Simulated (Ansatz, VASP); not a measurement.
**Cu: VASP beside Ansatz**

File INCAR:

```
PREC     = Accurate       # precision mode
ENCUT    = 520            # plane-wave cutoff, eV
EDIFF    = 1E-6           # SCF threshold, eV
ISMEAR   = -1             # smearing method
SIGMA    = 0.1            # smearing width, eV
LREAL    = False          # projectors in reciprocal space
LASPH    = True           # aspherical terms in the spheres
NELM     = 80             # most SCF steps
ALGO     = Normal         # electronic algorithm
ISIF     = 2              # what is computed and relaxed
LWAVE    = False          # write WAVECAR
LCHARG   = False          # write CHGCAR
GGA      = B5             # functional
ALDAX    = 1.0          
AGGAX    = 1.0          
AGGAC    = 1.0          
ALDAC    = 0.0          
NBANDS   = 24             # bands
```

Contents of KPOINTS:

```
Automatic mesh
0
Gamma
  10 10 14
```

The input POSCAR:

```
Cu
1.0
    4.0956019945      0.0000000000      0.0000000000
   -2.0478009972      3.5468953710      0.0000000000
    0.0000000000      0.0000000000      2.4589703224
Cu
3
Direct
    1.0000000000      1.0000000000      0.0000000000
    0.3333333333      0.6666666667      0.5000000000
    0.6666666667      0.3333333333      0.5000000000
```

Input for Ansatz:

```yaml
crystal:
  lattice:
    - [4.0956019945, 0.0, 0.0]
    - [-2.0478009972, 3.546895371, 0.0]
    - [0.0, 0.0, 2.4589703224]
  atoms:
    - { symbol: Cu, position: [1.0, 1.0, 0.0] }
    - { symbol: Cu, position: [0.3333333333, 0.6666666667, 0.5] }
    - { symbol: Cu, position: [0.6666666667, 0.3333333333, 0.5] }
hamiltonian:
  xc: blyp
  pseudopotentials:
    kind: paw
    azcp:
      Cu: "pseudopotentials/Cu.paw.azcp"
basis:
  ecutwfc: 420
  fft_grid_basis: typed
kpoints:
  mp_grid: { grid: [10, 10, 14], shift: [0, 0, 0] }
magnetization:
  spin_polarized: false
scf:
  occupations: { method: fermi_dirac, width: 0.1 }
  lower_state_search: "off"
output:
  stress: true
```

Alike in both runs: task single point; functional BLYP; k mesh 10 × 10 × 14; occupations fermi-dirac, width 0.1 eV; no spin polarisation.

|  | VASP | Ansatz |
| --- | --- | --- |
| version | VASP 6.6.1 | Ansatz 0.2.0 |
| potentials or method | VASP PAW PBE potentials, release 64 (Cu), cutoff 520 eV | plane waves (420 eV) with PAW, scalar-relativistic |
| valence electrons in the cell | 33 | 57 |

|  | VASP | Ansatz | Ansatz less VASP |
| --- | --- | --- | --- |
| pressure (GPa) | 12.0 | 11.3 | -0.66 |
| traceless stress, the component that is largest in VASP (GPa) | -0.47 | -0.44 | +0.036 |

VASP's potentials were made for PBE, not for BLYP. With one functional, cell and mesh, what is left measures potentials, basis and numerics. VASP's potentials hold 33 valence electrons a cell and Ansatz's 57, so a difference there can come from the potentials and not from the codes.
